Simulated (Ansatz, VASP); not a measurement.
**HfO2 in VASP and in Ansatz**

INCAR

```
SYSTEM = HfO2
  PREC = Accurate
  ENCUT = 520
  EDIFF = 1E-6
  ISMEAR = 0
  SIGMA = 0.05
  LREAL = .FALSE.
  LASPH = .TRUE.
  NELM = 60
  ALGO = Normal
  ISIF = 2
  LWAVE = .FALSE.
  LCHARG = .FALSE.
  GGA = PS
  NBANDS = 31
```

Contents of KPOINTS:

```
Automatic mesh
0
G
  6 6 8
  0 0 0
```

The input POSCAR:

```
HfO2
1.0
    4.8708790108      0.0000000000      0.0000000000
    0.0000000000      4.8708790108      0.0000000000
    0.0000000000      0.0000000000      3.2368274151
Hf O
2 4
Direct
    0.0000000000      0.0000000000      0.0000000000
    0.5000000000      0.5000000000      0.5000000000
    0.1949828631      0.8050171369      0.4732102491
    0.3050171369      0.3050171369      0.0000000000
    0.6949828631      0.6949828631      0.0000000000
    0.8050171369      0.1949828631      0.5267897509
```

Input for Ansatz:

```yaml
crystal:
  lattice:
    - [4.8708790108, 0.0, 0.0]
    - [0.0, 4.8708790108, 0.0]
    - [0.0, 0.0, 3.2368274151]
  atoms:
    - { symbol: Hf, position: [0.0, 0.0, 0.0] }
    - { symbol: Hf, position: [0.5, 0.5, 0.5] }
    - { symbol: O, position: [0.1949828631, 0.8050171369, 0.4732102491] }
    - { symbol: O, position: [0.3050171369, 0.3050171369, 0.0] }
    - { symbol: O, position: [0.6949828631, 0.6949828631, 0.0] }
    - { symbol: O, position: [0.8050171369, 0.1949828631, 0.5267897509] }
basis:
  ecutwfc: 520.0
kpoints:
  mp_grid: { grid: [6, 6, 8] }
hamiltonian:
  xc: pbesol
  pseudopotentials: { kind: paw, azcp: { folder: soft_1 } }
scf:
  occupations: { method: gaussian, width: 0.05 }
output:
  forces: true
  stress: true
  eigenvalues: true
```

Change from the starting cell: mode 16 frozen in at -0.086 Å, equal normal strain along x, y and z +0.0083.

Alike in both runs: task single point; functional PBEsol; k mesh 6 × 6 × 8; occupations gaussian, width 0.05 eV; no spin polarisation.

|  | VASP | Ansatz |
| --- | --- | --- |
| version | VASP 6.6.1 | Ansatz 0.2.0 |
| potentials or method | VASP PAW PBE potentials, release 64 (Hf_pv, O), cutoff 520 eV | scalar-relativistic, plane waves, PAW |
| valence electrons in the cell | 44 | 76 |

Ansatz gave:

| Property | Result |
| --- | --- |
| gap on the k mesh at the Fermi level (eV) | 3.81 |
| least direct gap on the mesh (eV) | 3.81 |
| pressure (GPa) | -4.7 |
| traceless stress, the component that is largest in VASP (GPa) | 2.57 |
| rms of the force components (eV/Å) | 0.362 |

Q: Which values does VASP return?

A: gap on the k mesh at the Fermi level (eV): 3.76; least direct gap on the mesh (eV): 3.76; pressure (GPa): -7.4; traceless stress, the component that is largest in VASP (GPa): 2.45; rms of the force components (eV/Å): 0.358.

VASP's potentials were made for PBE, not for PBEsol, and Ansatz warns of the same on its side. Atom by atom the forces differ by 0.022 eV/Å (rms over components). VASP's potentials hold 44 valence electrons a cell and Ansatz's 76, so a difference there can come from the potentials and not from the codes.

Neither program's run includes spin-orbit coupling.
